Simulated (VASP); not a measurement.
Wanted: the native input for a VASP 6.6.1 run.

* Task: single point
* Functional: LDA
* Potentials or basis: VASP PAW LDA potentials, release 64 (Pd)
* Cutoff: 500 eV
* k mesh: 6 × 6 × 6
* Occupations: fermi-dirac, width 0.1 eV
* Spin: no spin polarisation
* Dipole correction: no
* Further INCAR settings: ALGO = Normal; EDIFF = 1e-06; NBANDS = 17

The structure of Pd lies in POSCAR:

```
Pd
1.0
    0.0000000000      2.8070902001      2.8070902001
    2.8070902001      0.0000000000      2.8070902001
    2.8070902001      2.8070902001      0.0000000000
Pd
2
Direct
    0.0000000000      0.0000000000      0.0000000000
    0.2500000000      0.2500000000      0.2500000000
```

These files were run (other wordings do the same):

INCAR

```
SYSTEM = Pd
  PREC = Accurate
  ENCUT = 500
  EDIFF = 1E-6
  ISMEAR = -1
  SIGMA = 0.1
  LREAL = .False.
  LASPH = .True.
  NELM = 120
  ALGO = Normal
  ISIF = 2
  LWAVE = .False.
  LCHARG = .False.
  GGA = CA
  NBANDS = 17
  GGA_COMPAT = .False.
```

KPOINTS

```
regular mesh
0
Gamma
  6 6 6
  0 0 0
```

Potentials or basis: VASP PAW LDA potentials, release 64 (Pd).

The run is started by

```console
$ cat potpaw_LDA.64/Pd/POTCAR > POTCAR
$ mpirun -np 1 vasp_std > vasp.out
```

Results of the run:

- Pressure: -0.2 GPa
- Band gap on the k mesh: zero (band 10 reaches 4.74 eV, above the bottom of band 11 at 4.39 eV)

It took 9.8 s on 1 thread of Intel(R) Xeon(R) Platinum 8488C (Sapphire Rapids), with other jobs on the host, peak memory 0.14 GiB.
